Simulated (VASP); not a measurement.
A run of VASP 6.6.1 is set up as follows.

The input INCAR:

```
PREC = Accurate
ENCUT = 520
EDIFF = 1E-6
ISMEAR = -1
SIGMA = 0.05
LREAL = F
LASPH = T
NELM = 150
ALGO = Normal
ISIF = 2
LWAVE = F
LCHARG = F
ISPIN = 2
MAGMOM = 2 2
LORBIT = 11
NUPDOWN = 4.0
LMAXMIX = 6
GGA = PS
NBANDS = 35
```

KPOINTS

```
regular mesh
0
Gamma
  7 7 4
```

The input POSCAR:

```
Yb
1.0
    3.8799000000      0.0000000000      0.0000000000
   -1.9399500000      3.3600919641      0.0000000000
    0.0000000000      0.0000000000      6.3859000000
Yb
2
Direct
    0.6666666667      0.3333333333      0.7500000000
    0.3333333333      0.6666666667      0.2500000000
```

Potentials or basis: VASP PAW PBE potentials, release 64 (Yb).

Run with:

```console
$ cat potpaw_PBE.64/Yb/POTCAR > POTCAR
$ mpirun -np 1 vasp_std > vasp.out
```

(1) What does it give for the pressure?

Results:

(1) -3.7 GPa.

Caveat: the cell stands under tension; the PAW data sets were made with another functional, which shifts forces and pressure a little; the total moment is fixed, so each spin has its own Fermi level.
